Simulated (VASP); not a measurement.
# InSb3 (I4mm) in VASP: single point with PBEsol+D3(BJ)

Aim: the single point of InSb3 with PBEsol+D3(BJ).

Program: VASP 6.6.1. These are calculated values, not measurements. Logs are shortened: lines on timing, memory, paths and dates and some standing lists are left out, and cuts for length are marked.

## Step 1: The cell of the first run

It takes space group I4mm (No. 107, tetragonal). The conventional cell has a = 5.179 Å, b = 5.179 Å, c = 7.324 Å, α = 90.00°, β = 90.00°, γ = 90.00°. In (site symmetry 4mm) has 14 Sb at 3.14 to 3.72 Å within 4.1 Å. Sb (site symmetry 2mm) has 4 In at 3.14 to 3.20 Å and 10 Sb at 3.17 to 3.66 Å within 4.1 Å. Within 4.2 Å of Sb (site symmetry 4mm) lie 8 Sb at 3.17 Å and 6 In at 3.61 to 3.72 Å.

## Step 2: Single point, PBEsol+D3(BJ) (atom 1 (In) moved +0.056 Å along Cartesian [0 0 1])

INCAR

```
SYSTEM = InSb3
  ALGO = Normal
  EDIFF = 1E-6
  ENCUT = 520
  GGA = PS
  ISIF = 2
  ISMEAR = 0
  IVDW = 12
  LASPH = .True.
  LCHARG = .False.
  LREAL = .False.
  LWAVE = .False.
  NBANDS = 22
  NELM = 100
  PREC = Accurate
  SIGMA = 0.15
```

KPOINTS

```
k-points
0
Gamma
  12 12 12
  0 0 0
```

POSCAR

```
InSb3
1.0
    0.0000000000      3.6620664019      3.6620664019
    3.6620664019      0.0000000000      3.6620664019
    3.6620664019      3.6620664019      0.0000000000
In Sb
1 3
Direct
    0.0076869169      0.0076869169     -0.0076869169
    0.2500000000      0.2500000000      0.2500000000
    0.7500000000      0.7500000000      0.7500000000
    0.5000000000      0.5000000000      0.5000000000
```

Potentials or basis: VASP PAW PBE potentials, release 64 (In_d, Sb).

Command:

```console
$ cat potpaw_PBE.64/In_d/POTCAR potpaw_PBE.64/Sb/POTCAR > POTCAR
$ mpirun -np 1 vasp_std > vasp.out
```

OUTCAR:

```text
SYSTEM = InSb3
   EDIFF = 1E-6
   ENCUT = 520
   GGA = PS
   ISIF = 2
   ISMEAR = 0
   IVDW = 12
   LASPH = .True.
   LREAL = .False.
   NELM = 100
   PREC = Accurate
 IVDW          = 12

 ion  position               nearest neighbor table
   1  0.008  0.008  0.992-   2 3.14   3 3.14   3 3.14   2 3.14   3 3.20   3 3.20   2 3.20   2 3.20
                             4 3.61   4 3.66   4 3.66   4 3.66   4 3.66   4 3.72
   2  0.250  0.250  0.250-   1 3.14   1 3.14   4 3.17   4 3.17   4 3.17   4 3.17   1 3.20   1 3.20
                             3 3.66   3 3.66   3 3.66   3 3.66   3 3.66   3 3.66
   3  0.750  0.750  0.750-   1 3.14   1 3.14   4 3.17   4 3.17   4 3.17   4 3.17   1 3.20   1 3.20
                             2 3.66   2 3.66   2 3.66   2 3.66   2 3.66   2 3.66
   4  0.500  0.500  0.500-   2 3.17   2 3.17   2 3.17   3 3.17   3 3.17   3 3.17   3 3.17   2 3.17
                             1 3.61   1 3.66   1 3.66   1 3.66   1 3.66   1 3.72

  LATTYP: Found a face centered cubic cell.
 ALAT       =     7.3241328038

  Lattice vectors:

 A1 = (   0.0000000000,   3.6620664019,   3.6620664019)
 A2 = (   3.6620664019,   0.0000000000,   3.6620664019)
 A3 = (   3.6620664019,   3.6620664019,   0.0000000000)

Analysis of symmetry for initial positions (statically):
=====================================================================
 Subroutine PRICEL returns:
 Original cell was already a primitive cell.

 Routine SETGRP: Setting up the symmetry group for a
 face centered cubic supercell.

 Subroutine GETGRP returns: Found  8 space group operations
 (whereof  8 operations were pure point group operations)
 out of a pool of 48 trial point group operations.

The static configuration has the point symmetry C_4v.

Analysis of symmetry for dynamics (positions and initial velocities):
=====================================================================
 Subroutine PRICEL returns:
 Original cell was already a primitive cell.

 Routine SETGRP: Setting up the symmetry group for a
 face centered cubic supercell.

 Subroutine GETGRP returns: Found  8 space group operations
 (whereof  8 operations were pure point group operations)
 out of a pool of 48 trial point group operations.

The dynamic configuration has the point symmetry C_4v.

 Subroutine INISYM returns: Found  8 space group operations
 (whereof  8 operations are pure point group operations),
 and found     1 'primitive' translations

----------------------------------------------------------------------------------------

                                     Primitive cell

  volume of cell :      98.2220

  direct lattice vectors                    reciprocal lattice vectors
     0.000000000  3.662066402  3.662066402    -0.136534936  0.136534936  0.136534936
     3.662066402  0.000000000  3.662066402     0.136534936 -0.136534936  0.136534936
     3.662066402  3.662066402  0.000000000     0.136534936  0.136534936 -0.136534936

  length of vectors
     5.178943972  5.178943972  5.178943972     0.236485445  0.236485445  0.236485445

  position of ions in fractional coordinates (direct lattice)
     0.007686917  0.007686917  0.992313083
     0.250000000  0.250000000  0.250000000
     0.750000000  0.750000000  0.750000000
     0.500000000  0.500000000  0.500000000

  ion indices of the primitive-cell ions
   primitive index   ion index
                 1           1
                 2           2
                 3           3
                 4           4

----------------------------------------------------------------------------------------

 KPOINTS: k-points

Automatic generation of k-mesh.
 Grid dimensions read from file:
 generate k-points for:   12   12   12

 Generating k-lattice:

  Cartesian coordinates                     Fractional coordinates (reciprocal lattice)
    -0.011377911  0.011377911  0.011377911     0.083333333  0.000000000  0.000000000
     0.011377911 -0.011377911  0.011377911     0.000000000  0.083333333  0.000000000
     0.011377911  0.011377911 -0.011377911     0.000000000  0.000000000  0.083333333

  Length of vectors
     0.019707120  0.019707120  0.019707120

  Shift w.r.t. Gamma in fractional coordinates (k-lattice)
     0.000000000  0.000000000  0.000000000

 Subroutine IBZKPT returns following result:
 ===========================================

 Found    163 irreducible k-points:

 Following reciprocal coordinates:
            Coordinates               Weight
  0.000000  0.000000  0.000000      1.000000
  0.083333  0.000000  0.000000      8.000000
  0.166667  0.000000  0.000000      8.000000
  0.250000  0.000000  0.000000      8.000000
  0.333333  0.000000  0.000000      8.000000
  0.416667  0.000000  0.000000      8.000000
[... 16 lines left out ...]
  0.000000 -0.333333  0.083333     16.000000
 -0.250000  0.083333  0.000000      8.000000
 [... further k-points ...]
   k-points           NKPTS =    163   k-points in BZ     NKDIM =    163   number of bands    NBANDS=     22
   number of dos      NEDOS =    301   number of ions     NIONS =      4
   total plane-waves  NPLWV =  64000
   dimension x,y,z NGX =    40 NGY =   40 NGZ =   40
   dimension x,y,z NGXF=    80 NGYF=   80 NGZF=   80
   ions per type =               1   3
   NGX,Y,Z   is equivalent  to a cutoff of  12.84, 12.84, 12.84 a.u.
   NGXF,Y,Z  is equivalent  to a cutoff of  25.68, 25.68, 25.68 a.u.
 SYSTEM =  InSb3
   PREC   = accura    normal or accurate (medium, high low for compatibility)
   ISTART =      0    job   : 0-new  1-cont  2-samecut
   ICHARG =      2    charge: 1-file 2-atom 10-const
   ISPIN  =      1    spin polarized calculation?
   LNONCOLLINEAR =      F non collinear calculations
   LSORBIT =      F    spin-orbit coupling
   LASPH  =      T    aspherical Exc in radial PAW
   ENCUT  =  520.0 eV  38.22 Ry    6.18 a.u.   9.63  9.63  9.63*2*pi/ulx,y,z
   NELM   =    100;   NELMIN=  2; NELMDL= -5     # of ELM steps
   EDIFF  = 0.1E-05   stopping-criterion for ELM
   LREAL  =      F    real-space projection
   EDIFFG = 0.1E-04   stopping-criterion for IOM
   NSW    =      0    number of steps for IOM
   IBRION =     -1    ionic relax: 0-MD 1-quasi-New 2-CG
   NFREE  =      0    steps in history (QN), initial steepest desc. (CG)
   ISIF   =      2    stress and relaxation
   ISYM   =      2    0-nonsym 1-usesym 2-fastsym
   POTIM  = 0.5000    time-step for ionic-motion
   TEBEG  =    0.0;   TEEND  =   0.0 temperature during run
   PSTRESS=    0.0 pullay stress
   NELECT =      28.0000    total number of electrons
   NUPDOWN=      -1.0000    fix difference up-down
   EMIN   =  10.00;   EMAX   =-10.00  energy-range for DOS
   EFERMI =   0.00;   METHOD = LEGACY
   ISMEAR =     0;   SIGMA  =   0.15  broadening in eV -4-tet -1-fermi 0-gaus
   EFERMI_NEDOS =   21; number of points for ismear=-14 and -15
   IALGO  =     38    algorithm
   IMIX   =      4    mixing-type and parameters
     AMIX     =   0.40;   BMIX     =  1.00
     AMIX_MAG =   1.60;   BMIX_MAG =  1.00
  volume/ion in A,a.u.               =      24.56       165.71
  Fermi-wavevector in a.u.,A,eV,Ry     =   1.077436  2.036058 15.794559  1.160867
  Thomas-Fermi vector in A             =   2.213347
   LORBIT       =      0    0 simple, 1 ext, 2 COOP (PROOUT), +10 PAW based schemes
   GGA     = PS    functional components
   LHFCALC =     F    Hartree Fock is set to
   AEXX    =    0.0000 exact exchange contribution
   IVDW    =    12    specifies the selected vdW correction
   LEPSILON=     F    determine dielectric tensor
   LRPA    =     F    only Hartree local field effects (RPA)
 non-spin polarized calculation
 Gauss-broadening in eV      SIGMA  =   0.15
  energy-cutoff  :      520.00
  volume of cell :       98.22
 maximum number of plane-waves:      2688
   NGX = 19   NGY = 19   NGZ = 19

 number of electron      27.9999996 magnetization

 Free energy of the ion-electron system (eV)
  ---------------------------------------------------
  ext. energy  EPLUGINS =         0.00000000
  ---------------------------------------------------
  free energy    TOTEN  =       -16.09038123 eV

  energy without entropy =      -16.06718216  energy(sigma->0) =      -16.07878169

 E-fermi :   9.1262     XC(G=0): -10.7303

 val. band max:        9.0787356101   @ k =   0.4167   0.2500   0.0000
 cond. band min:       9.1342662538   @ k =   0.0833   0.5000   0.3333
 fundamental gap:      0.0555306436
 Fermi energy:         9.1261670422

 k-point     1 :       0.0000    0.0000    0.0000
  band No.  band energies     occupation
      1      -5.3247      2.00000
      2      -5.3243      2.00000
      3      -5.3243      2.00000
      4      -5.2777      2.00000
      5      -5.2772      2.00000
      6      -3.8522      2.00000
[... 14 lines left out ...]
     21      16.8212      0.00000
     22      16.8257      0.00000

 k-point     2 :       0.0833    0.0000    0.0000
  band No.  band energies     occupation
      1      -5.3262      2.00000
      2      -5.3237      2.00000
      3      -5.3235      2.00000
      4      -5.2779      2.00000
      5      -5.2775      2.00000
      6      -3.7948      2.00000
[... 14 lines left out ...]
     21      16.2420      0.00000
     22      16.6657      0.00000

 k-point     3 :       0.1667    0.0000    0.0000
  band No.  band energies     occupation
      1      -5.3308      2.00000
      2      -5.3218      2.00000
      3      -5.3216      2.00000
      4      -5.2785      2.00000
      5      -5.2781      2.00000
      6      -3.6227      2.00000
[... 14 lines left out ...]
     21      15.0015      0.00000
     22      16.1324      0.00000
[... 476 lines left out ...]
 k-point    23 :       0.0000   -0.3333    0.0833
  band No.  band energies     occupation
      1      -5.3464      2.00000
      2      -5.3182      2.00000
      3      -5.3162      2.00000
      4      -5.2806      2.00000
      5      -5.2794      2.00000
      6      -2.7479      2.00000
[... 14 lines left out ...]
     21      14.2891      0.00000
     22      15.6890      0.00000

 k-point    24 :      -0.2500    0.0833    0.0000
  band No.  band energies     occupation
      1      -5.3398      2.00000
      2      -5.3195      2.00000
      3      -5.3181      2.00000
      4      -5.2802      2.00000
      5      -5.2789      2.00000
      6      -3.1677      2.00000
[... 14 lines left out ...]
     21      14.7125      0.00000
     22      15.0355      0.00000

 [... further k-points ...]

------------------------ aborting loop because EDIFF is reached ----------------------------------------

 Edisp (eV)   -2.04500

 E8    (eV) :    -1.4209

  FORCE on cell =-STRESS in cart. coord.  units (eV):
  Direction    XX          YY          ZZ          XY          YZ          ZX
  --------------------------------------------------------------------------------------
  -------------------------------------------------------------------------------------
  Total       0.22489     0.22489     0.21027     0.00000    -0.00000     0.00000
  in kB       3.66835     3.66835     3.42986     0.00000    -0.00000     0.00000
  external pressure =        3.59 kB  Pullay stress =        0.00 kB

 VOLUME and BASIS-vectors are now :
 -----------------------------------------------------------------------------
  energy-cutoff  :      520.00
  volume of cell :       98.22
      direct lattice vectors                 reciprocal lattice vectors
     0.000000000  3.662066402  3.662066402    -0.136534936  0.136534936  0.136534936
     3.662066402  0.000000000  3.662066402     0.136534936 -0.136534936  0.136534936
     3.662066402  3.662066402  0.000000000     0.136534936  0.136534936 -0.136534936

 POSITION                                       TOTAL-FORCE (eV/Angst)
 -----------------------------------------------------------------------------------
      3.66207      3.66207      0.05630         0.000000      0.000000     -0.191307
      1.83103      1.83103      1.83103         0.000000      0.000000      0.059589
      5.49310      5.49310      5.49310         0.000000      0.000000      0.059589
      3.66207      3.66207      3.66207         0.000000      0.000000      0.072129
 -----------------------------------------------------------------------------------
    total drift:                                0.000000      0.000000      0.000421

  FREE ENERGIE OF THE ION-ELECTRON SYSTEM (eV)
  ---------------------------------------------------
  free  energy   TOTEN  =       -18.1353819756 eV

  energy  without entropy=      -18.1121829139  energy(sigma->0) =      -18.12378244
```

It took 2.6 min on 1 thread of Intel Xeon 6975P-C (Granite Rapids), shared host; peak memory 0.49 GiB.

What came out:

```yaml
Free_energy: -18.1354 eV
Pressure: 0.4 GPa
Largest_force: 0.191 eV/Å
Band_gap_on_the_k_mesh: zero (bands 14 and 15 overlap by 3.33 eV)
Dispersion_energy_per_atom: -0.511 eV
```

Forces in eV/Å, atoms in the order of the input:
```
In   0.000  0.000 -0.191
Sb   0.000  0.000  0.060
Sb   0.000  0.000  0.060
Sb   0.000  0.000  0.072
```

Levels at points of the mesh, in eV from the Fermi level:
| k point | band 11 | band 12 | band 13 | band 14 | band 15 | band 16 | band 17 | band 18 |
| --- | --- | --- | --- | --- | --- | --- | --- | --- |
| (0.00, 0.00, 0.00) | -2.72 | -2.63 | -2.62 | -2.62 | -1.85 | -0.81 | -0.81 | -0.80 |
| (0.50, 0.00, 0.00) | -3.76 | -2.92 | -2.92 | 0.04 | 0.21 | 2.17 | 2.17 | 3.16 |
| (0.50, 0.50, 0.00) | -5.61 | 0.77 | 1.12 | 1.12 | 1.78 | 2.06 | 2.06 | 2.08 |
| (0.00, 0.50, 0.50) | -5.59 | 0.77 | 1.13 | 1.13 | 1.78 | 2.05 | 2.06 | 2.08 |

Caveat: the cell differs from its parent crystal (atom 1 (In) moved +0.056 Å along Cartesian [0 0 1]); the PAW data sets were made with another functional, which shifts forces and pressure a little; spin-orbit coupling is left out, which moves the levels of the heavy elements.
